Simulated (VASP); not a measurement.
# Sr (P6_3/mmc) in VASP: a series of runs

Sr is run at these levels: PBEsol; tasks: single point.

All numbers are computed with VASP 6.6.1; they aren't measurements. Logs are shortened: lines on timing, memory, paths and dates and some standing lists are left out, and cuts for length are marked.

### Step 1. The cell of the first run

It takes space group P6_3/mmc (No. 194, hexagonal). Conventional cell: a = 4.310 Å, b = 4.310 Å, c = 7.050 Å, α = 90.00°, β = 90.00°, γ = 120.00°. Within 5.7 Å of Sr (site symmetry -6m2) lie 12 Sr at 4.31 Å.

This isn't the form of Sr at room conditions, which is fcc.

### Step 2. Single point, PBEsol

Input file INCAR:

```
PREC = Accurate ; ENCUT = 520
EDIFF = 1E-6 ; ISMEAR = 1
SIGMA = 0.1 ; LREAL = F
LASPH = T ; NELM = 60
ALGO = Normal ; ISIF = 2
LWAVE = F ; LCHARG = F
GGA = PS ; NBANDS = 17
```

Input file KPOINTS:

```
Automatic mesh
0
Gamma
  8 8 5
```

Input file POSCAR:

```
Sr
1.0
    4.3100000000      0.0000000000      0.0000000000
   -2.1550000000      3.7325690000      0.0000000000
    0.0000000000      0.0000000000      7.0500000000
Sr
2
Direct
    0.3333333333      0.6666666667      0.2500000000
    0.6666666667      0.3333333333      0.7500000000
```

Potentials or basis: VASP PAW PBE potentials, release 64 (Sr_sv).

Command:

```sh
$ cat potpaw_PBE.64/Sr_sv/POTCAR > POTCAR
$ mpirun -np 1 vasp_std > vasp.out
```

OUTCAR:

```text
PREC = Accurate
   ENCUT = 520
   EDIFF = 1E-6
   ISMEAR = 1
   LREAL = F
   LASPH = T
   NELM = 60
   ISIF = 2
   GGA = PS

 ion  position               nearest neighbor table
   1  0.333  0.667  0.250-   2 4.31   2 4.31   2 4.31   2 4.31   2 4.31   2 4.31
   2  0.667  0.333  0.750-   1 4.31   1 4.31   1 4.31   1 4.31   1 4.31   1 4.31

  LATTYP: Found a hexagonal cell.
 ALAT       =     4.3100000000
 C/A-ratio  =     1.6357308585

  Lattice vectors:

 A1 = (   4.3100000000,   0.0000000000,   0.0000000000)
 A2 = (  -2.1550000000,   3.7325690000,   0.0000000000)
 A3 = (   0.0000000000,   0.0000000000,   7.0500000000)

Analysis of symmetry for initial positions (statically):
=====================================================================
 Subroutine PRICEL returns:
 Original cell was already a primitive cell.

 Routine SETGRP: Setting up the symmetry group for a
 hexagonal supercell.

 Subroutine GETGRP returns: Found 24 space group operations
 (whereof 12 operations were pure point group operations)
 out of a pool of 24 trial point group operations.

The static configuration has the point symmetry D_3d.
 The point group associated with its full space group is D_6h.

Analysis of symmetry for dynamics (positions and initial velocities):
=====================================================================
 Subroutine PRICEL returns:
 Original cell was already a primitive cell.

 Routine SETGRP: Setting up the symmetry group for a
 hexagonal supercell.

 Subroutine GETGRP returns: Found 24 space group operations
 (whereof 12 operations were pure point group operations)
 out of a pool of 24 trial point group operations.

The dynamic configuration has the point symmetry D_3d.
 The point group associated with its full space group is D_6h.

 Subroutine INISYM returns: Found 24 space group operations
 (whereof 12 operations are pure point group operations),
 and found     1 'primitive' translations

----------------------------------------------------------------------------------------

                                     Primitive cell

  volume of cell :     113.4160

  direct lattice vectors                    reciprocal lattice vectors
     4.310000000  0.000000000  0.000000000     0.232018561  0.133955997  0.000000000
    -2.155000000  3.732569000  0.000000000     0.000000000  0.267911993  0.000000000
     0.000000000  0.000000000  7.050000000     0.000000000  0.000000000  0.141843972

  length of vectors
     4.310000000  4.309999575  7.050000000     0.267911967  0.267911993  0.141843972

  position of ions in fractional coordinates (direct lattice)
     0.333333333  0.666666667  0.250000000
     0.666666667  0.333333333  0.750000000

  ion indices of the primitive-cell ions
   primitive index   ion index
                 1           1
                 2           2

----------------------------------------------------------------------------------------

 KPOINTS: Automatic mesh

Automatic generation of k-mesh.
 Grid dimensions read from file:
 generate k-points for:    8    8    5

 Generating k-lattice:

  Cartesian coordinates                     Fractional coordinates (reciprocal lattice)
     0.029002320  0.016744500  0.000000000     0.125000000  0.000000000  0.000000000
     0.000000000  0.033488999  0.000000000     0.000000000  0.125000000  0.000000000
     0.000000000  0.000000000  0.028368794     0.000000000  0.000000000  0.200000000

  Length of vectors
     0.033488996  0.033488999  0.028368794

  Shift w.r.t. Gamma in fractional coordinates (k-lattice)
     0.000000000  0.000000000  0.000000000

 Subroutine IBZKPT returns following result:
 ===========================================

 Found     30 irreducible k-points:

 Following reciprocal coordinates:
            Coordinates               Weight
  0.000000  0.000000  0.000000      1.000000
  0.125000 -0.000000  0.000000      6.000000
  0.250000 -0.000000  0.000000      6.000000
  0.375000  0.000000  0.000000      6.000000
  0.500000 -0.000000  0.000000      3.000000
  0.125000  0.125000  0.000000      6.000000
[... 16 lines left out ...]
  0.250000 -0.000000  0.400000     12.000000
  0.375000  0.000000  0.400000     12.000000
 [... further k-points ...]
   k-points           NKPTS =     30   k-points in BZ     NKDIM =     30   number of bands    NBANDS=     17
   number of dos      NEDOS =    301   number of ions     NIONS =      2
   total plane-waves  NPLWV =  55296
   dimension x,y,z NGX =    32 NGY =   32 NGZ =   54
   dimension x,y,z NGXF=    64 NGYF=   64 NGZF=  108
   ions per type =               2
   NGX,Y,Z   is equivalent  to a cutoff of  12.34, 12.34, 12.73 a.u.
   NGXF,Y,Z  is equivalent  to a cutoff of  24.69, 24.69, 25.47 a.u.
 SYSTEM =  unknown system
   PREC   = accura    normal or accurate (medium, high low for compatibility)
   ISTART =      0    job   : 0-new  1-cont  2-samecut
   ICHARG =      2    charge: 1-file 2-atom 10-const
   ISPIN  =      1    spin polarized calculation?
   LNONCOLLINEAR =      F non collinear calculations
   LSORBIT =      F    spin-orbit coupling
   LASPH  =      T    aspherical Exc in radial PAW
   ENCUT  =  520.0 eV  38.22 Ry    6.18 a.u.   8.01  8.01 13.11*2*pi/ulx,y,z
   NELM   =     60;   NELMIN=  2; NELMDL= -5     # of ELM steps
   EDIFF  = 0.1E-05   stopping-criterion for ELM
   LREAL  =      F    real-space projection
   EDIFFG = 0.1E-04   stopping-criterion for IOM
   NSW    =      0    number of steps for IOM
   IBRION =     -1    ionic relax: 0-MD 1-quasi-New 2-CG
   NFREE  =      0    steps in history (QN), initial steepest desc. (CG)
   ISIF   =      2    stress and relaxation
   ISYM   =      2    0-nonsym 1-usesym 2-fastsym
   POTIM  = 0.5000    time-step for ionic-motion
   TEBEG  =    0.0;   TEEND  =   0.0 temperature during run
   PSTRESS=    0.0 pullay stress
   NELECT =      20.0000    total number of electrons
   NUPDOWN=      -1.0000    fix difference up-down
   EMIN   =  10.00;   EMAX   =-10.00  energy-range for DOS
   EFERMI =   0.00;   METHOD = LEGACY
   ISMEAR =     1;   SIGMA  =   0.10  broadening in eV -4-tet -1-fermi 0-gaus
   EFERMI_NEDOS =   21; number of points for ismear=-14 and -15
   IALGO  =     38    algorithm
   IMIX   =      4    mixing-type and parameters
     AMIX     =   0.40;   BMIX     =  1.00
     AMIX_MAG =   1.60;   BMIX_MAG =  1.00
  volume/ion in A,a.u.               =      56.71       382.68
  Fermi-wavevector in a.u.,A,eV,Ry     =   0.918037  1.734838 11.466875  0.842792
  Thomas-Fermi vector in A             =   2.043073
   LORBIT       =      0    0 simple, 1 ext, 2 COOP (PROOUT), +10 PAW based schemes
   GGA     = PS    functional components
   LHFCALC =     F    Hartree Fock is set to
   AEXX    =    0.0000 exact exchange contribution
   IVDW    =     0    specifies the selected vdW correction
   LEPSILON=     F    determine dielectric tensor
   LRPA    =     F    only Hartree local field effects (RPA)
 non-spin polarized calculation
 Methfessel and Paxton  Order N= 1 SIGMA  =   0.10
  energy-cutoff  :      520.00
  volume of cell :      113.42
 maximum number of plane-waves:      3068
   NGX = 17   NGY = 17   NGZ = 27

 number of electron      20.0000000 magnetization

 Free energy of the ion-electron system (eV)
  ---------------------------------------------------
  ext. energy  EPLUGINS =         0.00000000
  ---------------------------------------------------
  free energy    TOTEN  =        -3.64907222 eV

  energy without entropy =       -3.64846647  energy(sigma->0) =       -3.64887031

 E-fermi :   1.4370     XC(G=0):  -7.3382

 val. band max:        1.4278401351   @ k =   0.0000   0.0000   0.0000
 cond. band min:       1.4470128863   @ k =   0.2500   0.1250   0.0000
 fundamental gap:      0.0191727513
 Fermi energy:         1.4369567213

 k-point     1 :       0.0000    0.0000    0.0000
  band No.  band energies     occupation
      1     -35.2075      2.00000
      2     -35.1955      2.00000
      3     -17.2845      2.00000
      4     -17.1401      2.00000
      5     -17.1401      2.00000
      6     -17.1158      2.00000
[... 9 lines left out ...]
     16       4.0454      0.00000
     17       4.5545      0.00000

 k-point     2 :       0.1250   -0.0000    0.0000
  band No.  band energies     occupation
      1     -35.2059      2.00000
      2     -35.1947      2.00000
      3     -17.2758      2.00000
      4     -17.1600      2.00000
      5     -17.1464      2.00000
      6     -17.1363      2.00000
[... 9 lines left out ...]
     16       4.1777      0.00000
     17       4.2527      0.00000

 k-point     3 :       0.2500   -0.0000    0.0000
  band No.  band energies     occupation
      1     -35.2019      2.00000
      2     -35.1929      2.00000
      3     -17.2526      2.00000
      4     -17.2083      2.00000
      5     -17.1846      2.00000
      6     -17.1609      2.00000
[... 9 lines left out ...]
     16       4.4234      0.00000
     17       4.4311      0.00000

 k-point     4 :       0.3750    0.0000    0.0000
  band No.  band energies     occupation
      1     -35.1975      2.00000
      2     -35.1916      2.00000
      3     -17.2569      2.00000
      4     -17.2312      2.00000
      5     -17.2235      2.00000
      6     -17.1750      2.00000
[... 9 lines left out ...]
     16       5.0424      0.00000
     17       5.3150      0.00000
[... 343 lines left out ...]
      1     -35.2020      2.00000
      2     -35.1985      2.00000
      3     -17.2244      2.00000
      4     -17.1788      2.00000
      5     -17.1472      2.00000
      6     -17.1370      2.00000
[... 9 lines left out ...]
     16       3.8750      0.00000
     17       5.1607      0.00000

 k-point    23 :       0.2500   -0.0000    0.4000
  band No.  band energies     occupation
      1     -35.1988      2.00000
      2     -35.1960      2.00000
      3     -17.2368      2.00000
      4     -17.2158      2.00000
      5     -17.1705      2.00000
      6     -17.1495      2.00000
[... 9 lines left out ...]
     16       4.2337      0.00000
     17       5.0783      0.00000

 k-point    24 :       0.3750    0.0000    0.4000
  band No.  band energies     occupation
      1     -35.1954      2.00000
      2     -35.1936      2.00000
      3     -17.2707      2.00000
      4     -17.2597      2.00000
      5     -17.1706      2.00000
      6     -17.1618      2.00000
[... 9 lines left out ...]
     16       4.5608      0.00000
     17       5.2126      0.00000

 [... further k-points ...]

------------------------ aborting loop because EDIFF is reached ----------------------------------------

  FORCE on cell =-STRESS in cart. coord.  units (eV):
  Direction    XX          YY          ZZ          XY          YZ          ZX
  --------------------------------------------------------------------------------------
  -------------------------------------------------------------------------------------
  Total       -0.6420182     -0.6420180     -0.4550464      0.0000000     -0.0000000      0.0000000
  in kB       -9.0695068     -9.0695044     -6.4282387      0.0000000     -0.0000000      0.0000000
  external PRESSURE =      -8.1890833 kB  Pullay stress =       0.0000000 kB

 VOLUME and BASIS-vectors are now :
 -----------------------------------------------------------------------------
  energy-cutoff  :      520.00
  volume of cell :      113.42
      direct lattice vectors                 reciprocal lattice vectors
     4.310000000  0.000000000  0.000000000     0.232018561  0.133955997  0.000000000
    -2.155000000  3.732569000  0.000000000     0.000000000  0.267911993  0.000000000
     0.000000000  0.000000000  7.050000000     0.000000000  0.000000000  0.141843972

 POSITION                                       TOTAL-FORCE (eV/Angst)
 -----------------------------------------------------------------------------------
     -0.00000      2.48838      1.76250         0.000000      0.000000      0.000000
      2.15500      1.24419      5.28750        -0.000000     -0.000000      0.000000
 -----------------------------------------------------------------------------------
    total drift:                                0.000000     -0.000000      0.000000

  FREE ENERGIE OF THE ION-ELECTRON SYSTEM (eV)
  ---------------------------------------------------
  free  energy   TOTEN  =        -3.6490722246 eV

  energy  without entropy=       -3.6484664671  energy(sigma->0) =       -3.64887031
```

Wall time 30 s (1 thread of AMD EPYC 7R43 (Zen 3), shared host); peak memory 0.21 GiB.

Results:

| Quantity | Value |
| --- | --- |
| Free energy | -3.6491 eV |
| Pressure | -0.8 GPa |
| Band gap on the k mesh | zero (bands 10 and 11 overlap by 0.19 eV) |

Caveat: the PAW data sets were made with another functional, which shifts forces and pressure a little.

### Step 3. Single point, PBEsol

Input file INCAR:

```
SYSTEM = Sr
PREC = Accurate
ENCUT = 520
EDIFF = 1E-7
ISMEAR = 1
SIGMA = 0.1
LREAL = .FALSE.
LASPH = .TRUE.
NELM = 100
ALGO = Normal
ISIF = 2
LWAVE = .FALSE.
LCHARG = .FALSE.
GGA = PS
NBANDS = 17
```

Input file KPOINTS:

```
regular mesh
0
G
  8 8 5
  0 0 0
```

POSCAR is that of step 2.

Potentials or basis: VASP PAW PBE potentials, release 64 (Sr_sv).

Command:

```sh
$ cat potpaw_PBE.64/Sr_sv/POTCAR > POTCAR
$ mpirun -np 1 vasp_std > vasp.out
```

It took 38 s on 1 thread of AMD EPYC 7R43 (Zen 3), shared host; peak memory 0.2 GiB.

The run converged. Its results:

| Quantity | Value |
| --- | --- |
| Free energy | -3.6491 eV |
| Pressure | -0.8 GPa |
| Band gap on the k mesh | zero (bands 10 and 11 overlap by 0.19 eV) |

Stress tensor (GPa, compression positive):
```
-0.91  0.00  0.00
 0.00 -0.91  0.00
 0.00  0.00 -0.64
```

Levels at points of the mesh, in eV from the Fermi level:
```
           k point  band 8  band 9  band 10  band 11  band 12  band 13
(0.00, 0.00, 0.00)  -18.55   -3.66    -1.18    -0.01     2.22     2.22
(0.50, 0.00, 0.00)  -18.58   -1.17    -0.58     0.06     0.21     1.24
```

Caveat: the PAW data sets were made with another functional, which shifts forces and pressure a little.
